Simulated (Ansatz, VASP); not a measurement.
**CuO in VASP and in Ansatz**

```
Cu O
1.0
     2.34465   -1.71340    0.00000
     2.34465    1.71340    0.00000
    -0.86055    0.00000    5.05944
Cu O
2 2
Direct
  0.00320 0.49680 0.00000
  0.49680 0.00320 0.50000
  0.57140 0.40560 0.25370
  0.40560 0.57140 0.75370
```

Alike in both runs: task single point; functional LDA; k mesh 7 × 7 × 4; occupations gaussian, width 0.05 eV; collinear spin; Hubbard terms Cu d U = 8.0 eV.

```csv
,VASP,Ansatz
version,VASP 6.6.1,Ansatz 0.2.0
potentials or method,"VASP PAW LDA potentials, release 64 (Cu_sv_GW, O), cutoff 820 eV","scalar-relativistic, plane waves, PAW"
valence electrons in the cell,50,50
```

```csv
,VASP,Ansatz,Ansatz less VASP
pressure (GPa),-9.0,-5.6,+3.46
"traceless stress, the component that is largest in VASP (GPa)",1.27,1.71,+0.438
rms of the force components (eV/Å),0.429,0.461,+0.0319
net moment per atom (μB),0.50,0.50,-0.005
size of the moment on the site where the two differ most (μB),0.76,0.62,-0.141
```

LDA's correlation is that of Perdew and Zunger in VASP and of Perdew and Wang (1992) in Ansatz. Site moments also hang on the region over which each program counts them. The programs project onto different local orbitals, so the same U acts differently, and such runs can settle in different states. Atom by atom the forces differ by 0.049 eV/Å (rms over components). Ansatz's warnings: filled band counts differ across k points.
